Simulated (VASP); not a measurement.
CdSe, 4 atoms in the cell. It takes space group P6_3mc (No. 186, hexagonal). The conventional cell has a = 4.252 Å, b = 4.252 Å, c = 6.932 Å, α = 90.00°, β = 90.00°, γ = 120.00°. Cd (site symmetry 3m) has 4 Se at 2.60 to 2.61 Å within 3.4 Å. Within 3.4 Å of Se (site symmetry 3m) lie 4 Cd at 2.60 to 2.61 Å.  This cell differs from its parent crystal: volume changed by -6%.

```yaml
Program: VASP 6.6.1
Task: single point
Functional: r2SCAN
Potentials_or_basis: VASP PAW PBE potentials, release 64 (Cd, Se)
Cutoff: 520 eV
k_mesh: 6 × 6 × 4
Occupations: gaussian, width 0.01 eV
Spin: no spin polarisation
Dipole_correction: no
Further_INCAR_settings: ALGO = Normal; EDIFF = 1e-06; NBANDS = 26
```

Potentials or basis: VASP PAW PBE potentials, release 64 (Cd, Se).

The run is started by

```console
$ cat potpaw_PBE.64/Cd/POTCAR potpaw_PBE.64/Se/POTCAR > POTCAR
$ cp INCAR.step1 INCAR
$ mpirun -np 1 vasp_std > vasp.out
$ cp INCAR.step2 INCAR
$ mpirun -np 1 vasp_std > vasp.out
```

Hardware: 1 thread of Intel(R) Xeon(R) Platinum 8559C (Emerald Rapids) (shared host).

Problem. Estimate the wall time of this run.

Solution. It took 2.5 min on 1 thread of Intel(R) Xeon(R) Platinum 8559C (Emerald Rapids), on a shared host, peak memory 0.26 GiB. Counts: k points 21.
